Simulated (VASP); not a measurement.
The system is Zr.

```xyz
1
Lattice="0.0000 2.2663 2.2663 2.2663 0.0000 2.2663 2.2663 2.2663 0.0000" Properties=species:S:1:pos:R:3 pbc="T T T"
Zr    0.0000    0.0000    0.0000
```

| Quantity | Value |
| --- | --- |
| Program | VASP 6.6.1 |
| Task | relaxation of cell and atoms |
| Functional | LDA |
| Potentials or basis | VASP PAW LDA potentials, release 64 (Zr_sv) |
| Cutoff | 600 eV |
| k mesh | 12 × 12 × 12 |
| Occupations | fermi-dirac, width 0.1 eV |
| Spin | no spin polarisation |

At the start: pressure -6.8 GPa; volume 23.28 Å³/atom.

**Question.** How do energy, volume and symmetry change on relaxing?

**Answer.** Over 4 steps the energy falls by 38.1 meV/atom and the volume is 21.56 Å³/atom (-7.4 %); space group Fm-3m (No. 225, to 0.05 Å).

The path:
```csv
step,energy change (eV),largest force (eV/Å),pressure (GPa),volume (Å³)
1,0.0000,0.0000,-6.77,23.28
2,-0.0032,0.0000,8.07,20.12
3,-0.0381,0.0000,-0.09,21.60
4,-0.0381,0.0000,0.07,21.56
```

Final structure:
```cif
data_structure
_symmetry_space_group_name_H-M 'P 1'
_symmetry_Int_Tables_number 1
_cell_length_a 3.1243
_cell_length_b 3.1243
_cell_length_c 3.1243
_cell_angle_alpha 60.000
_cell_angle_beta 60.000
_cell_angle_gamma 60.000
_cell_volume 21.56
loop_
_atom_site_label
_atom_site_type_symbol
_atom_site_fract_x
_atom_site_fract_y
_atom_site_fract_z
_atom_site_occupancy
Zr1 Zr 0.00000 0.00000 0.00000 1
```
